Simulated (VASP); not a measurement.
Wanted: the native input for a VASP 6.6.1 run.

```
Task                   : single point
Functional             : PBEsol
Potentials or basis    : VASP PAW PBE potentials, release 64 (B, As)
Cutoff                 : 500 eV
k mesh                 : 10 × 10 × 10
Occupations            : gaussian, width 0.01 eV
Spin                   : no spin polarisation
Dipole correction      : no
Further INCAR settings : ALGO = Normal; EDIFF = 1e-06; NBANDS = 11
```

The structure of BAs lies in POSCAR:

```
BAs
1.0
    0.0000000000      2.2106058727      2.2106058727
    2.2106058727      0.0000000000      2.2106058727
    2.2106058727      2.2106058727      0.0000000000
B As
1 1
Direct
    0.0000000000      0.0000000000      0.0000000000
    0.7500000000      0.7500000000      0.7500000000
```

One way to write it, as run:

INCAR

```
PREC = Accurate ; ENCUT = 500
EDIFF = 1E-6 ; ISMEAR = 0
SIGMA = 0.01 ; LREAL = False
LASPH = True ; NELM = 120
ALGO = Normal ; ISIF = 2
LWAVE = False ; LCHARG = False
GGA = PS ; NBANDS = 11
GGA_COMPAT = False
```

KPOINTS

```
regular mesh
0
Gamma
  10 10 10
```

Potentials or basis: VASP PAW PBE potentials, release 64 (B, As).

Launch:

```bash
$ cat potpaw_PBE.64/B/POTCAR potpaw_PBE.64/As/POTCAR > POTCAR
$ mpirun -np 1 vasp_std > vasp.out
```

It gave:

```json
{
  "Pressure": "52.4 GPa",
  "Band gap on the k mesh": "0.83 eV, indirect (least direct gap 3.59 eV)"
}
```

Caveat: the PAW data sets were made with another functional, which shifts forces and pressure a little.

It took 12 s on 1 thread of Intel Xeon 8259CL, with other jobs on the host, peak memory 0.14 GiB.
